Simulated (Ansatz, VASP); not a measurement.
## Two plane-wave programs on Ga3Cu

File INCAR:

```
SYSTEM = Ga3Cu
PREC = Accurate
ENCUT = 520
EDIFF = 1E-6
ISMEAR = -1
SIGMA = 0.1
LREAL = .False.
LASPH = .True.
NELM = 100
ALGO = Normal
ISIF = 2
LWAVE = .False.
LCHARG = .True.
LELF = .True.
LVHAR = .True.
NBANDS = 33
```

The input KPOINTS:

```
regular mesh
0
Gamma
  6 6 6
  0 0 0
```

File POSCAR:

```
Ga3Cu
1.0
    4.0353330000      0.0000000000      0.0000000000
    0.0000000000      4.0353330000      0.0000000000
    0.0000000000      0.0000000000      4.0353330000
Ga Cu
3 1
Direct
    0.0000000000      0.5000000000      0.5000000000
    0.5000000000      0.0000000000      0.5000000000
    0.5000000000      0.5000000000      0.0000000000
    0.0000000000      0.0000000000      0.0000000000
```

Input for Ansatz:

```yaml
crystal:
  lattice:
    - [4.035333, 0.0, 0.0]
    - [0.0, 4.035333, 0.0]
    - [0.0, 0.0, 4.035333]
  atoms:
    - { symbol: Ga, position: [0.0, 0.5, 0.5] }
    - { symbol: Ga, position: [0.5, 0.0, 0.5] }
    - { symbol: Ga, position: [0.5, 0.5, 0.0] }
    - { symbol: Cu, position: [0.0, 0.0, 0.0] }
kpoints:
  mp_grid:
    grid: [6, 6, 6]
hamiltonian:
  xc: lda
  pseudopotentials:
    kind: paw
scf:
  occupations:
    method: fermi_dirac
    width: 0.1
output:
  forces: true
  stress: true
  eigenvalues: true
```

Alike in both runs: task single point; functional LDA; k mesh 6 × 6 × 6; occupations fermi-dirac, width 0.1 eV; no spin polarisation.

```csv
,VASP,Ansatz
version,VASP 6.6.1,Ansatz 0.2.0
potentials or method,"VASP PAW LDA potentials, release 64 (Ga_d, Cu)","plane waves, PAW"
plane-wave cutoff (eV),520,420
valence electrons in the cell,50,58
```

```csv
,VASP,Ansatz,Ansatz less VASP
gap on the k mesh at the Fermi level (eV),none,none,-
pressure (GPa),-6.3,-6.5,-0.18
```

LDA's correlation is that of Perdew and Zunger in VASP and of Perdew and Wang (1992) in Ansatz. A gap of «none» marks a metal or a gap that the smearing closes. VASP's potentials hold 50 valence electrons a cell and Ansatz's 58, so a difference there can come from the potentials and not from the codes.
